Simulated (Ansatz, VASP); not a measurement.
One calculation of NaF, two programs

```
CELL_PARAMETERS angstrom
0.02323 2.33492 2.33492
2.33492 0.02323 2.33492
2.33492 2.33492 0.02323
ATOMIC_POSITIONS crystal
Na 0.00000 0.00000 0.00000
F 0.50000 0.50000 0.50000
```

Change from the starting cell: equal xy, yz and zx shear strains of +1 %, PAW files.

Alike in both runs: task electric field gradients; functional LDA; k mesh 10 × 10 × 10; occupations fermi-dirac, width 0.02 eV; no spin polarisation.

|  | VASP | Ansatz |
| --- | --- | --- |
| version | VASP 6.6.1 | Ansatz 0.2.0 |
| potentials or method | VASP PAW LDA potentials, release 64 (Na_pv, F) | PAW with Ansatz's default frozen-core files, scalar-relativistic |
| plane-wave cutoff (eV) | 520 | 420 |
| valence electrons in the cell | 14 | 16 |

|  | VASP | Ansatz | Ansatz less VASP |
| --- | --- | --- | --- |
| gap on the k mesh at the Fermi level (eV) | 5.90 | 5.92 | +0.022 |
| pressure (GPa) | -4.7 | -4.6 | +0.09 |
| traceless stress, the component that is largest in VASP (GPa) | -0.29 | -0.29 | -0.002 |
| size of Vzz on the site where it differs most (V/Å²) | 1.5 | 1.5 | +0.03 |

LDA's correlation is that of Perdew and Zunger in VASP and of Perdew and Wang (1992) in Ansatz. VASP's potentials hold 14 valence electrons a cell and Ansatz's 16, so a difference there can come from the potentials and not from the codes.
